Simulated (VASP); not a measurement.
# Ti4H (I4/mmm) in VASP: single point with PBE

Aim: the single point of Ti4H with PBE.

Everything below comes from runs of VASP 6.6.1. Logs are shortened: lines on timing, memory, paths and dates and some standing lists are left out, and cuts for length are marked.

## 1. The cell of the first run

It takes space group I4/mmm (No. 139, tetragonal). The conventional cell has a = 4.138 Å, b = 4.138 Å, c = 8.286 Å, α = 90.00°, β = 90.00°, γ = 90.00°. Within 2.8 Å of Ti (site symmetry 4mm) lie 1 H at 2.08 Å. Ti (site symmetry mmm) has 2 H at 2.07 Å within 2.7 Å. Within 2.7 Å of H (site symmetry 4/mmm) lie 6 Ti at 2.07 to 2.08 Å.

## 2. Single point, PBE

File POSCAR:

```
Ti4H
1.0
   -2.0691478082      2.0691478082      4.1431794224
    2.0691478082     -2.0691478082      4.1431794224
    2.0691478082      2.0691478082     -4.1431794224
Ti H
4 1
Direct
    0.2508763823      0.2508763823      0.0000000000
    0.7491236177      0.7491236177      0.0000000000
    0.5000000000      0.0000000000      0.5000000000
    0.0000000000      0.5000000000      0.5000000000
    0.0000000000      0.0000000000      0.0000000000
```

File INCAR.step1:

```
  PREC = Accurate
  ENCUT = 520
  EDIFF = 1E-6
  ISMEAR = 0
  SIGMA = 0.1
  LREAL = F
  LASPH = T
  NELM = 100
  ALGO = Normal
  ISIF = 2
  LWAVE = F
  LCHARG = T
  LMAXMIX = 4
  GGA = PE
  NBANDS = 32
```

File KPOINTS.step1:

```
Automatic mesh
0
Gamma
  12 12 12
```

File INCAR.step2:

```
  PREC = Accurate
  ENCUT = 520
  EDIFF = 1E-6
  ISMEAR = -5
  SIGMA = 0.1
  LREAL = F
  LASPH = T
  NELM = 100
  ALGO = Normal
  ISIF = 2
  LWAVE = F
  LCHARG = F
  LMAXMIX = 4
  GGA = PE
  LORBIT = 11
  NEDOS = 1001
  ICHARG = 11
```

File KPOINTS.step2:

```
Automatic mesh
0
Gamma
  18 18 18
```

Potentials or basis: VASP PAW PBE potentials, release 64 (Ti_sv, H).

Run with:

```
$ cat potpaw_PBE.64/Ti_sv/POTCAR potpaw_PBE.64/H/POTCAR > POTCAR
$ cp INCAR.step1 INCAR
$ cp KPOINTS.step1 KPOINTS
$ mpirun -np 1 vasp_std > vasp.out
$ cp INCAR.step2 INCAR
$ cp KPOINTS.step2 KPOINTS
$ mpirun -np 1 vasp_std > vasp.out
```

OUTCAR:

```text
PREC = Accurate
   ENCUT = 520
   EDIFF = 1E-6
   ISMEAR = -5
   LREAL = F
   LASPH = T
   NELM = 100
   ISIF = 2
   GGA = PE
   LORBIT = 11
   ICHARG = 11

 ion  position               nearest neighbor table
   1  0.251  0.251  0.000-
   2  0.749  0.749  0.000-
   3  0.500  0.000  0.500-
   4  0.000  0.500  0.500-
   5  0.000  0.000  0.000-

  LATTYP: Found a body centered tetragonal cell.
 ALAT       =     4.1382956164
 C/A-ratio  =     2.0023602983

  Lattice vectors:

 A1 = (  -2.0691478082,   2.0691478082,   4.1431794224)
 A2 = (   2.0691478082,  -2.0691478082,   4.1431794224)
 A3 = (   2.0691478082,   2.0691478082,  -4.1431794224)

Analysis of symmetry for initial positions (statically):
=====================================================================
 Subroutine PRICEL returns:
 Original cell was already a primitive cell.

 Routine SETGRP: Setting up the symmetry group for a
 body centered tetragonal supercell.

 Subroutine GETGRP returns: Found 16 space group operations
 (whereof 16 operations were pure point group operations)
 out of a pool of 16 trial point group operations.

The static configuration has the point symmetry D_4h.

Analysis of symmetry for dynamics (positions and initial velocities):
=====================================================================
 Subroutine PRICEL returns:
 Original cell was already a primitive cell.

 Routine SETGRP: Setting up the symmetry group for a
 body centered tetragonal supercell.

 Subroutine GETGRP returns: Found 16 space group operations
 (whereof 16 operations were pure point group operations)
 out of a pool of 16 trial point group operations.

The dynamic configuration has the point symmetry D_4h.

 Subroutine INISYM returns: Found 16 space group operations
 (whereof 16 operations are pure point group operations),
 and found     1 'primitive' translations

----------------------------------------------------------------------------------------

                                     Primitive cell

  volume of cell :      70.9540

  direct lattice vectors                    reciprocal lattice vectors
    -2.069147808  2.069147808  4.143179422     0.000000000  0.241645376  0.120680267
     2.069147808 -2.069147808  4.143179422     0.241645376  0.000000000  0.120680267
     2.069147808  2.069147808 -4.143179422     0.241645376  0.241645376  0.000000000

[... 88 lines left out ...]
   LASPH  =      T    aspherical Exc in radial PAW
   ENCUT  =  520.0 eV  38.22 Ry    6.18 a.u.   9.43  9.43  9.43*2*pi/ulx,y,z
   NELM   =    100;   NELMIN=  2; NELMDL=  0     # of ELM steps
   EDIFF  = 0.1E-05   stopping-criterion for ELM
   LREAL  =      F    real-space projection
[... 7 lines left out ...]
   TEBEG  =    0.0;   TEEND  =   0.0 temperature during run
   PSTRESS=    0.0 pullay stress
   NELECT =      49.0000    total number of electrons
   NUPDOWN=      -1.0000    fix difference up-down
   EMIN   =  10.00;   EMAX   =-10.00  energy-range for DOS
   EFERMI =   0.00;   METHOD = LEGACY
   ISMEAR =    -5;   SIGMA  =   0.10  broadening in eV -4-tet -1-fermi 0-gaus
   EFERMI_NEDOS =   21; number of points for ismear=-14 and -15
   IALGO  =     38    algorithm
   IMIX   =      4    mixing-type and parameters
     AMIX     =   0.40;   BMIX     =  1.00
     AMIX_MAG =   1.60;   BMIX_MAG =  1.00
  volume/ion in A,a.u.               =      14.19        95.76
  Fermi-wavevector in a.u.,A,eV,Ry     =   1.447042  2.734514 28.489672  2.093932
  Thomas-Fermi vector in A             =   2.565042
   LORBIT       =     11    0 simple, 1 ext, 2 COOP (PROOUT), +10 PAW based schemes
   GGA     = PE    functional components
   LHFCALC =     F    Hartree Fock is set to
   AEXX    =    0.0000 exact exchange contribution
   IVDW    =     0    specifies the selected vdW correction
   LEPSILON=     F    determine dielectric tensor
   LRPA    =     F    only Hartree local field effects (RPA)
 non-spin polarized calculation
 Fermi weights with tetrahedron method with Bloechl corrections
  energy-cutoff  :      520.00
  volume of cell :       70.95
 maximum number of plane-waves:      1959
 NGX is ok and might be reduce to    40

 number of electron      49.0000005 magnetization

 Free energy of the ion-electron system (eV)
  ---------------------------------------------------
  ext. energy  EPLUGINS =         0.00000000
  ---------------------------------------------------
  free energy    TOTEN  =       -35.15300104 eV

  energy without entropy =      -35.15300104  energy(sigma->0) =      -35.15300104

 E-fermi :   8.2851     XC(G=0): -11.5624

 val. band max:        8.3120927512   @ k =   0.3333   0.3333   0.1111
 cond. band min:       8.2491203136   @ k =   0.5000   0.5000   0.1667
 fundamental gap:     -0.0629724375
 Fermi energy:         8.2850501175

 k-point     1 :       0.0000    0.0000    0.0000
  band No.  band energies     occupation
      1     -48.4739      2.00000
      2     -48.3305      2.00000
      3     -48.3233      2.00000
      4     -48.3149      2.00000
      5     -24.9504      2.00000
      6     -24.8059      2.00000
[... 757 lines left out ...]
     28       9.3053      0.00000
     29       9.3178      0.00000

 [... further k-points ...]
[... 5 lines left out ...]
  --------------------------------------------------------------------------------------
  -------------------------------------------------------------------------------------
  Total       -0.1063830     -0.1063830     -0.1933880      0.0000000     -0.0000000      0.0000000
  in kB       -2.4021821     -2.4021821     -4.3668002      0.0000000     -0.0000000      0.0000000
  external PRESSURE =      -3.0570548 kB  Pullay stress =       0.0000000 kB

 VOLUME and BASIS-vectors are now :
 -----------------------------------------------------------------------------
  energy-cutoff  :      520.00
  volume of cell :       70.95
      direct lattice vectors                 reciprocal lattice vectors
    -2.069147808  2.069147808  4.143179422     0.000000000  0.241645376  0.120680267
     2.069147808 -2.069147808  4.143179422     0.241645376  0.000000000  0.120680267
     2.069147808  2.069147808 -4.143179422     0.241645376  0.241645376  0.000000000

 POSITION                                       TOTAL-FORCE (eV/Angst)
 -----------------------------------------------------------------------------------
      0.00000      0.00000      2.07885        -0.000000     -0.000000     -0.001133
      0.00000      0.00000      6.20751         0.000000      0.000000      0.001133
      0.00000      2.06915      0.00000         0.000000      0.000000     -0.000000
      2.06915      0.00000      0.00000         0.000000      0.000000     -0.000000
      0.00000      0.00000      0.00000         0.000000      0.000000     -0.000000
 -----------------------------------------------------------------------------------
    total drift:                               -0.000000     -0.000000      0.000000

  FREE ENERGIE OF THE ION-ELECTRON SYSTEM (eV)
  ---------------------------------------------------
  free  energy   TOTEN  =       -35.1530010443 eV

  energy  without entropy=      -35.1530010443  energy(sigma->0) =      -35.15300104

 total charge

# of ion       s       p       d       tot
------------------------------------------
    1        2.235   6.124   1.885  10.243
    2        2.235   6.124   1.885  10.243
    3        2.227   6.128   1.914  10.269
    4        2.227   6.128   1.914  10.269
    5        0.548   0.019   0.000   0.566
--------------------------------------------------
tot          9.472  24.522   7.597  41.591
```

Run time: 43 min. Hardware: 1 thread of Intel Xeon 8259CL, shared host; peak memory 0.82 GiB.

Results:

| Property | Result |
| --- | --- |
| Valence electrons inside the program's atomic spheres | Ti 10.24, 10.27 (each value once); H 0.57 |
